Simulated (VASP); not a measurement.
Pb: single point with PBE

The system is Pb.

```
Pb
1.0
     3.54960    0.00000    0.00000
    -1.77480    3.07404    0.00000
     0.00000    0.00000    5.59000
Pb
2
Cartesian
  0.0000 2.0494 1.3975
  1.7748 1.0247 4.1925
```

This cell differs from its parent crystal: equal xx and yy strain of +2 %.

* Program: VASP 6.6.1
* Task: single point
* Functional: PBE
* Potentials or basis: VASP PAW PBE potentials, release 64 (Pb_d)
* Cutoff: 520 eV
* k mesh: 12 × 12 × 7
* Occupations: fermi-dirac, width 0.05 eV
* Spin: no spin polarisation

```
Pressure               : 1.8 GPa
Band gap on the k mesh : zero (band 14 reaches 12.43 eV, above the bottom of band 15 at 5.21 eV)
```

Stress tensor (GPa, compression positive):
```
1.49 0.00 0.00
0.00 1.49 0.00
0.00 0.00 2.36
```

Levels at points of the mesh, in eV from the Fermi level:
```csv
k point,band 12,band 13,band 14,band 15,band 16,band 17
"(0.00, 0.00, 0.00)",-7.80,-4.07,5.15,5.15,7.03,7.03
"(0.50, 0.00, 0.00)",-7.16,-2.75,-1.21,-0.49,1.78,1.78
```

It took 26 s on 1 thread of Intel(R) Xeon(R) 6975P-C (Granite Rapids), on a shared host, peak memory 0.22 GiB.

Caveat: the cell differs from its parent crystal (equal xx and yy strain of +2 %); spin-orbit coupling is left out, which moves the levels of the heavy elements.
